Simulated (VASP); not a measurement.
A run of VASP 6.6.1 is set up as follows.

INCAR

```
ALGO = Normal
EDIFF = 1E-6
ENCUT = 520
GGA = PE
ISIF = 2
ISMEAR = 0
LASPH = True
LCHARG = True
LELF = True
LREAL = False
LVHAR = True
LWAVE = False
NBANDS = 24
NELM = 60
PREC = Accurate
SIGMA = 0.1
```

KPOINTS

```
k-points
0
Gamma
  6 6 6
```

The input POSCAR:

```
Te2I3
1.0
    5.9915608411      0.0000000000      0.0000000000
    0.0000000000      5.9915608411      0.0000000000
    0.0000000000      0.0000000000      5.9915608411
Te I
2 3
Direct
    0.5000000000      0.5000000000      0.5000000000
    0.0000000000      0.0000000000      0.0000000000
    0.5000000000      0.0000000000      0.0000000000
    0.0000000000      0.5000000000      0.0000000000
    0.0000000000      0.0000000000      0.5000000000
```

Potentials or basis: VASP PAW PBE potentials, release 64 (Te, I).

Run with:

```sh
$ cat potpaw_PBE.64/Te/POTCAR potpaw_PBE.64/I/POTCAR > POTCAR
$ mpirun -np 1 vasp_std > vasp.out
```

Estimate the pressure.

0.0 GPa.

Caveat: an odd number of electrons without spin polarisation forces a metal; a magnetic or distorted state may lie lower.
